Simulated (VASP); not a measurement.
# InP (F-43m) in VASP: further runs

The runs below take InP through phonons, with r2SCAN.

Everything below comes from runs of VASP 6.6.1. Logs are shortened: lines on timing, memory, paths and dates and some standing lists are left out, and cuts for length are marked.

## Step 1: The cell of the first run

Symmetry: F-43m, No. 216, cubic system. The conventional cell has a = 5.743 Å, b = 5.743 Å, c = 5.743 Å, α = 90.00°, β = 90.00°, γ = 90.00°. Within 3.3 Å of In (site symmetry -43m) lie 4 P at 2.49 Å. Within 3.3 Å of P (site symmetry -43m) lie 4 In at 2.49 Å.

## Step 2: Phonons, r2SCAN

The input, INCAR:

```
SYSTEM = InP
PREC = Accurate
ENCUT = 520
EDIFF = 1E-8
ISMEAR = 0
SIGMA = 0.01
LREAL = .FALSE.
LASPH = .TRUE.
NELM = 60
ALGO = Normal
ISIF = 2
LWAVE = .FALSE.
LCHARG = .TRUE.
METAGGA = R2SCAN
LMIXTAU = .TRUE.
IBRION = 6
NFREE = 2
POTIM = 0.015
NSW = 1
```

The input, KPOINTS:

```
Automatic mesh
0
G
  8 8 8
  0 0 0
```

The input, POSCAR:

```
InP
1.0
    2.8717392192      2.8717392192      0.0000000000
   -2.8717392192      2.8717392192      0.0000000000
    0.0000000000      2.8717392192      2.8717392192
In P
1 1
Direct
    0.0000000000      0.0000000000      0.0000000000
    0.7500000000      0.2500000000      0.5000000000
```

Potentials or basis: VASP PAW PBE potentials, release 64 (In_d, P).

The run is started by

```sh
$ cat potpaw_PBE.64/In_d/POTCAR potpaw_PBE.64/P/POTCAR > POTCAR
$ mpirun -np 1 vasp_std > vasp.out
```

OUTCAR:

```text
SYSTEM = InP
   PREC = Accurate
   ENCUT = 520
   EDIFF = 1E-8
   ISMEAR = 0
   LREAL = .FALSE.
   LASPH = .TRUE.
   NELM = 60
   ISIF = 2
   METAGGA = R2SCAN
   IBRION = 6
   NFREE = 2
   POTIM = 0.015
   NSW = 1

 ion  position               nearest neighbor table
   1  0.000  0.000  0.000-   2 2.49   2 2.49   2 2.49   2 2.49
   2  0.750  0.250  0.500-   1 2.49   1 2.49   1 2.49   1 2.49

  LATTYP: Found a face centered cubic cell.
 ALAT       =     5.7434784384

  Lattice vectors:

 A1 = (   0.0000000000,   2.8717392192,   2.8717392192)
 A2 = (   2.8717392192,   0.0000000000,   2.8717392192)
 A3 = (   2.8717392192,   2.8717392192,   0.0000000000)

Analysis of symmetry for initial positions (statically):
=====================================================================
 Subroutine PRICEL returns:
 Original cell was already a primitive cell.

 Routine SETGRP: Setting up the symmetry group for a
 face centered cubic supercell.

 Subroutine GETGRP returns: Found 24 space group operations
 (whereof 24 operations were pure point group operations)
 out of a pool of 48 trial point group operations.

The static configuration has the point symmetry T_d .

Analysis of symmetry for dynamics (positions and initial velocities):
=====================================================================
 Subroutine PRICEL returns:
 Original cell was already a primitive cell.

 Routine SETGRP: Setting up the symmetry group for a
 face centered cubic supercell.

 Subroutine GETGRP returns: Found 24 space group operations
 (whereof 24 operations were pure point group operations)
 out of a pool of 48 trial point group operations.

The dynamic configuration has the point symmetry T_d .

 Subroutine INISYM returns: Found 24 space group operations
 (whereof 24 operations are pure point group operations),
 and found     1 'primitive' translations

----------------------------------------------------------------------------------------

                                     Primitive cell

  volume of cell :      47.3658

  direct lattice vectors                    reciprocal lattice vectors
     2.871739219  2.871739219  0.000000000     0.174110517  0.174110517 -0.174110517
    -2.871739219  2.871739219  0.000000000    -0.174110517  0.174110517 -0.174110517
     0.000000000  2.871739219  2.871739219     0.000000000  0.000000000  0.348221034

  length of vectors
     4.061252551  4.061252551  4.061252551     0.301568261  0.301568261  0.348221034

  position of ions in fractional coordinates (direct lattice)
     0.000000000  0.000000000  0.000000000
     0.750000000  0.250000000  0.500000000

  ion indices of the primitive-cell ions
   primitive index   ion index
                 1           1
                 2           2

----------------------------------------------------------------------------------------

 KPOINTS: Automatic mesh

Automatic generation of k-mesh.
 Grid dimensions read from file:
 generate k-points for:    8    8    8

 Generating k-lattice:

  Cartesian coordinates                     Fractional coordinates (reciprocal lattice)
     0.021763815  0.021763815 -0.021763815     0.125000000  0.000000000  0.000000000
    -0.021763815  0.021763815 -0.021763815     0.000000000  0.125000000  0.000000000
     0.000000000  0.000000000  0.043527629     0.000000000  0.000000000  0.125000000

  Length of vectors
     0.037696033  0.037696033  0.043527629

  Shift w.r.t. Gamma in fractional coordinates (k-lattice)
     0.000000000  0.000000000  0.000000000

 Subroutine IBZKPT returns following result:
 ===========================================

 Found     29 irreducible k-points:

 Following reciprocal coordinates:
            Coordinates               Weight
  0.000000  0.000000  0.000000      1.000000
  0.125000  0.000000  0.000000      8.000000
  0.250000  0.000000  0.000000      8.000000
  0.375000  0.000000  0.000000      8.000000
  0.500000  0.000000  0.000000      4.000000
  0.125000  0.125000  0.000000     12.000000
[... 16 lines left out ...]
  0.375000  0.250000  0.125000     48.000000
  0.500000  0.250000  0.125000     24.000000
 [... further k-points ...]
   k-points           NKPTS =     29   k-points in BZ     NKDIM =     29   number of bands    NBANDS=     13
   number of dos      NEDOS =    301   number of ions     NIONS =      2
   total plane-waves  NPLWV =  27000
   dimension x,y,z NGX =    30 NGY =   30 NGZ =   30
   dimension x,y,z NGXF=    60 NGYF=   60 NGZF=   60
   ions per type =               1   1
   NGX,Y,Z   is equivalent  to a cutoff of  12.28, 12.28, 12.28 a.u.
   NGXF,Y,Z  is equivalent  to a cutoff of  24.56, 24.56, 24.56 a.u.
 SYSTEM =  InP
   PREC   = accura    normal or accurate (medium, high low for compatibility)
   ISTART =      0    job   : 0-new  1-cont  2-samecut
   ICHARG =      2    charge: 1-file 2-atom 10-const
   ISPIN  =      1    spin polarized calculation?
   LNONCOLLINEAR =      F non collinear calculations
   LSORBIT =      F    spin-orbit coupling
   LASPH  =      T    aspherical Exc in radial PAW
   ENCUT  =  520.0 eV  38.22 Ry    6.18 a.u.   7.55  7.55  7.55*2*pi/ulx,y,z
   NELM   =     60;   NELMIN=  2; NELMDL= -5     # of ELM steps
   EDIFF  = 0.1E-07   stopping-criterion for ELM
   LREAL  =      F    real-space projection
   EDIFFG = 0.1E-06   stopping-criterion for IOM
   NSW    =     61    number of steps for IOM
   IBRION =      6    ionic relax: 0-MD 1-quasi-New 2-CG
   NFREE  =      2    steps in history (QN), initial steepest desc. (CG)
   ISIF   =      2    stress and relaxation
   ISYM   =      2    0-nonsym 1-usesym 2-fastsym
   POTIM  = 0.0150    time-step for ionic-motion
   TEBEG  =    0.0;   TEEND  =   0.0 temperature during run
   PSTRESS=    0.0 pullay stress
   NELECT =      18.0000    total number of electrons
   NUPDOWN=      -1.0000    fix difference up-down
   EMIN   =  10.00;   EMAX   =-10.00  energy-range for DOS
   EFERMI =   0.00;   METHOD = LEGACY
   ISMEAR =     0;   SIGMA  =   0.01  broadening in eV -4-tet -1-fermi 0-gaus
   EFERMI_NEDOS =   21; number of points for ismear=-14 and -15
   IALGO  =     38    algorithm
   IMIX   =      4    mixing-type and parameters
     AMIX     =   0.40;   BMIX     =  1.00
     AMIX_MAG =   1.60;   BMIX_MAG =  1.00
  volume/ion in A,a.u.               =      23.68       159.82
  Fermi-wavevector in a.u.,A,eV,Ry     =   1.185798  2.240833 19.131378  1.406117
  Thomas-Fermi vector in A             =   2.321984
   LORBIT       =      0    0 simple, 1 ext, 2 COOP (PROOUT), +10 PAW based schemes
   METAGGA = R2SCAN    functional components
   LHFCALC =     F    Hartree Fock is set to
   AEXX    =    0.0000 exact exchange contribution
   IVDW    =     0    specifies the selected vdW correction
   LEPSILON=     F    determine dielectric tensor
   LRPA    =     F    only Hartree local field effects (RPA)
 finite differences with symmetry
 non-spin polarized calculation
 Gauss-broadening in eV      SIGMA  =   0.01
  energy-cutoff  :      520.00
  volume of cell :       47.37
 maximum number of plane-waves:      1298
   NGX = 15   NGY = 15   NGZ = 15

--------------------------------------- Ionic step        1  -------------------------------------------

 number of electron      18.0000000 magnetization

 Free energy of the ion-electron system (eV)
  ---------------------------------------------------
  ext. energy  EPLUGINS =         0.00000000
  ---------------------------------------------------
  free energy    TOTEN  =       -32.21554546 eV

  energy without entropy =      -32.21554546  energy(sigma->0) =      -32.21554546

------------------------ aborting loop because EDIFF is reached ----------------------------------------

  FORCE on cell =-STRESS in cart. coord.  units (eV):
  Direction    XX          YY          ZZ          XY          YZ          ZX
  --------------------------------------------------------------------------------------
  -------------------------------------------------------------------------------------
  Total        2.0046455      2.0046455      2.0046455     -0.0000000     -0.0000000      0.0000000
  in kB       67.8083505     67.8083505     67.8083505     -0.0000000     -0.0000000      0.0000000
  external PRESSURE =      67.8083505 kB  Pullay stress =       0.0000000 kB
[... 129 lines left out ...]
  energy  without entropy=      -32.2144558663  energy(sigma->0) =      -32.21445587

--------------------------------------- Ionic step        5  -------------------------------------------

 number of electron      18.0000000 magnetization

 Free energy of the ion-electron system (eV)
  ---------------------------------------------------
  ext. energy  EPLUGINS =         0.00000000
  ---------------------------------------------------
  free energy    TOTEN  =       -32.21445560 eV

  energy without entropy =      -32.21445560  energy(sigma->0) =      -32.21445560

 E-fermi :   5.8387     XC(G=0): -10.1713

 val. band max:        5.7350978904   @ k =   0.0000   0.0000   0.0000
 cond. band min:       7.2294591891   @ k =   0.0000   0.0000   0.0000
 fundamental gap:      1.4943612987
 Fermi energy:         5.8387185574

 k-point     1 :       0.0000    0.0000    0.0000
  band No.  band energies     occupation
      1      -9.0894      2.00000
      2      -9.0852      2.00000
      3      -9.0801      2.00000
      4      -8.8692      2.00000
      5      -8.8692      2.00000
      6      -6.7430      2.00000
      7       5.6786      2.00000
      8       5.7078      2.00000
      9       5.7351      2.00000
     10       7.2295      0.00000
     11      10.1227      0.00000
     12      10.1387      0.00000
     13      10.1565      0.00000
[... 353 lines left out ...]
 k-point    24 :       0.5000    0.2500    0.1250
  band No.  band energies     occupation
      1      -9.2753      2.00000
      2      -9.0164      2.00000
      3      -8.9905      2.00000
      4      -8.8782      2.00000
      5      -8.8528      2.00000
      6      -4.3404      2.00000
      7      -0.3010      2.00000
      8       2.7201      2.00000
      9       3.8687      2.00000
     10       9.4450      0.00000
     11      10.1827      0.00000
     12      12.1488      0.00000
     13      13.5947      0.00000

 [... further k-points ...]

------------------------ aborting loop because EDIFF is reached ----------------------------------------

  FORCE on cell =-STRESS in cart. coord.  units (eV):
  Direction    XX          YY          ZZ          XY          YZ          ZX
  --------------------------------------------------------------------------------------
  -------------------------------------------------------------------------------------
  Total        2.0130892      2.0166202      2.0166202      0.0000000     -0.1689055      0.0000000
  in kB       68.0939615     68.2133993     68.2133993      0.0000000     -5.7133311      0.0000000
  external PRESSURE =      68.1735867 kB  Pullay stress =       0.0000000 kB
[... 17 lines left out ...]
  FREE ENERGIE OF THE ION-ELECTRON SYSTEM (eV)
  ---------------------------------------------------
  free  energy   TOTEN  =       -32.2144555950 eV

  energy  without entropy=      -32.2144555950  energy(sigma->0) =      -32.21445560

 INTERNAL STRAIN TENSORS FROM DISPLACED ATOMS
 ============================================

 INTERNAL STRAIN TENSOR FOR ION    1 for displacements in x,y,z  (eV/Angst):
          X           Y           Z          XY          YZ          ZX
  --------------------------------------------------------------------------------
  x     0.00000     0.00000     0.00000     0.00000   -11.27169     0.00000
  y     0.00000     0.00000     0.00000     0.00000     0.00000   -11.27169
  z     0.00000     0.00000     0.00000   -11.27169     0.00000     0.00000

 INTERNAL STRAIN TENSOR FOR ION    2 for displacements in x,y,z  (eV/Angst):
          X           Y           Z          XY          YZ          ZX
  --------------------------------------------------------------------------------
  x     0.00000     0.00000     0.00000     0.00000    11.26087     0.00000
  y     0.00000     0.00000     0.00000     0.00000     0.00000    11.26087
  z     0.00000     0.00000     0.00000    11.26087     0.00000     0.00000

 Eigenvectors and eigenvalues of the dynamical matrix
 ----------------------------------------------------

   1 f  =    9.856256 THz    61.928686 2PiTHz  328.769326 cm-1    40.762183 meV
             X         Y         Z           dx          dy          dz
      0.000000  0.000000  0.000000     0.461368   -0.000000   -0.000000
      1.435870  4.307609  1.435870    -0.887209    0.000000    0.000000

   2 f  =    9.856256 THz    61.928686 2PiTHz  328.769326 cm-1    40.762183 meV
             X         Y         Z           dx          dy          dz
      0.000000  0.000000  0.000000     0.000000    0.461368    0.000000
      1.435870  4.307609  1.435870     0.000000   -0.887209    0.000000
[... 11 lines left out ...]
   5 f/i=    0.004934 THz     0.031000 2PiTHz    0.164575 cm-1     0.020405 meV
             X         Y         Z           dx          dy          dz
      0.000000  0.000000  0.000000    -0.000000    0.887209    0.000000
      1.435870  4.307609  1.435870    -0.000000    0.461368    0.000000

   6 f/i=    0.004934 THz     0.031000 2PiTHz    0.164575 cm-1     0.020405 meV
             X         Y         Z           dx          dy          dz
      0.000000  0.000000  0.000000     0.000000   -0.000000    0.887209
      1.435870  4.307609  1.435870    -0.000000    0.000000    0.461368

 ELASTIC MODULI CONTR FROM IONIC RELAXATION (kBar)
 Direction    XX          YY          ZZ          XY          YZ          ZX
 --------------------------------------------------------------------------------
 XX           0.0000      0.0000      0.0000      0.0000      0.0000      0.0000
 YY           0.0000      0.0000      0.0000      0.0000      0.0000      0.0000
 ZZ           0.0000      0.0000      0.0000      0.0000      0.0000      0.0000
 XY           0.0000      0.0000      0.0000   -442.4902     -0.0000      0.0000
 YZ           0.0000      0.0000      0.0000     -0.0000   -442.4902     -0.0000
 ZX           0.0000      0.0000      0.0000      0.0000     -0.0000   -442.4902
 --------------------------------------------------------------------------------
```

It took 22 min on 1 thread of Intel Xeon 8259CL, shared host; peak memory 0.26 GiB.

What came out:

| Item | Value |
| --- | --- |
| Highest phonon frequency at Γ, LO-TO splitting left out | 329 cm⁻¹ |

Phonon frequencies in cm⁻¹ (negative: imaginary):
```tsv
q point	frequencies
(0.000, 0.000, 0.000)	0 0 0 329 329 329
```

Caveat: the cell stands under pressure or tension, which shifts response properties; the PAW data sets were made with another functional, which shifts forces and pressure a little; spin-orbit coupling is left out, which moves the levels of the heavy elements.

## Step 3: Phonons, r2SCAN

This run uses another cell than the first one, of 24.46 Å³/atom.

The input, INCAR:

```
PREC = Accurate
ENCUT = 520
EDIFF = 1E-8
ISMEAR = 0
SIGMA = 0.01
LREAL = False
LASPH = True
NELM = 100
ALGO = Normal
ISIF = 2
LWAVE = False
LCHARG = True
METAGGA = R2SCAN
LMIXTAU = True
IBRION = 6
NFREE = 2
POTIM = 0.015
NSW = 1
```

The input, KPOINTS:

```
regular mesh
0
Gamma
  8 8 8
```

The input, POSCAR:

```
InP
1.0
    2.9027510147      2.9027510147      0.0000000000
   -2.9027510147      2.9027510147      0.0000000000
    0.0000000000      2.9027510147      2.9027510147
In P
1 1
Direct
    0.0000000000      0.0000000000      0.0000000000
    0.7500000000      0.2500000000      0.5000000000
```

Potentials or basis: VASP PAW PBE potentials, release 64 (In_d, P).

The run is started by

```sh
$ cat potpaw_PBE.64/In_d/POTCAR potpaw_PBE.64/P/POTCAR > POTCAR
$ mpirun -np 1 vasp_std > vasp.out
```

OUTCAR:

```text
PREC = Accurate
   ENCUT = 520
   EDIFF = 1E-8
   ISMEAR = 0
   LREAL = False
   LASPH = True
   NELM = 100
   ISIF = 2
   METAGGA = R2SCAN
   IBRION = 6
   NFREE = 2
   POTIM = 0.015
   NSW = 1

 ion  position               nearest neighbor table
   1  0.000  0.000  0.000-   2 2.51   2 2.51   2 2.51   2 2.51
   2  0.750  0.250  0.500-   1 2.51   1 2.51   1 2.51   1 2.51
[... 770 lines left out ...]
  x     0.00000     0.00000     0.00000     0.00000    -9.76262     0.00000
  y     0.00000    -0.00000     0.00000     0.00000     0.00000    -9.76262
  z     0.00000     0.00000     0.00000    -9.76262     0.00000     0.00000

 INTERNAL STRAIN TENSOR FOR ION    2 for displacements in x,y,z  (eV/Angst):
          X           Y           Z          XY          YZ          ZX
  --------------------------------------------------------------------------------
  x     0.00000    -0.00000    -0.00000     0.00000     9.74695     0.00000
  y    -0.00000     0.00000    -0.00000     0.00000     0.00000     9.74695
  z    -0.00000    -0.00000     0.00000     9.74695     0.00000     0.00000

 Eigenvectors and eigenvalues of the dynamical matrix
 ----------------------------------------------------

   1 f  =    9.456585 THz    59.417477 2PiTHz  315.437726 cm-1    39.109276 meV
             X         Y         Z           dx          dy          dz
      0.000000  0.000000  0.000000     0.460848    0.000000    0.000000
      1.451376  4.354127  1.451376    -0.887479   -0.000000    0.000000
[... 21 lines left out ...]
   6 f/i=    0.000805 THz     0.005059 2PiTHz    0.026858 cm-1     0.003330 meV
             X         Y         Z           dx          dy          dz
      0.000000  0.000000  0.000000    -0.887479   -0.000000    0.000000
      1.451376  4.354127  1.451376    -0.460848    0.000000    0.000000

 ELASTIC MODULI CONTR FROM IONIC RELAXATION (kBar)
 Direction    XX          YY          ZZ          XY          YZ          ZX
 --------------------------------------------------------------------------------
 XX          -0.0000      0.0000     -0.0000      0.0000     -0.0000      0.0000
 YY           0.0000     -0.0000      0.0000      0.0000      0.0000     -0.0000
 ZZ          -0.0000      0.0000     -0.0000     -0.0000      0.0000      0.0000
 XY           0.0000      0.0000     -0.0000   -349.2176     -0.0000      0.0000
 YZ          -0.0000      0.0000      0.0000     -0.0000   -349.2176      0.0000
 ZX           0.0000     -0.0000      0.0000      0.0000      0.0000   -349.2176
 --------------------------------------------------------------------------------
```

stdout:

```text
POSCAR found type information on POSCAR InP
 POSCAR found :  2 types and       2 ions
 scaLAPACK will be used
 -----------------------------------------------------------------------------
|                                                                             |
|                                                                             |
|     You enforced a specific xc type in the INCAR file but a different       |
|     I HOPE YOU KNOW WHAT YOU ARE DOING!                                     |
|                                                                             |
 -----------------------------------------------------------------------------

 LDA part: xc-table for (None), standard interpolation
 POSCAR, INCAR and KPOINTS ok, starting setup
 FFT: planning ... GRIDC
 FFT: planning ... GRID_SOFT
 FFT: planning ... GRID
 WAVECAR not read
 entering main loop
 Found     2 degrees of freedom:
 Finite differences POTIM= 0.01500 DOF=   2
 bond charge predicted
 Finite differences progress:
 bond charge predicted
 Finite differences progress:
 bond charge predicted
 Finite differences progress:
 bond charge predicted
 Finite differences progress:
```

Wall time 15 min (1 thread of Intel Xeon 8259CL, shared host); peak memory 0.27 GiB.

Results:

```yaml
Highest_phonon_frequency_at_Γ_LO-TO_splitting_left_out: 315 cm⁻¹
```

Phonon frequencies in cm⁻¹ (negative: imaginary):
```
              q point        frequencies
(0.000, 0.000, 0.000)  0 0 0 315 315 315
```

Caveat: the cell stands under pressure or tension, which shifts response properties; the PAW data sets were made with another functional, which shifts forces and pressure a little; spin-orbit coupling is left out, which moves the levels of the heavy elements.
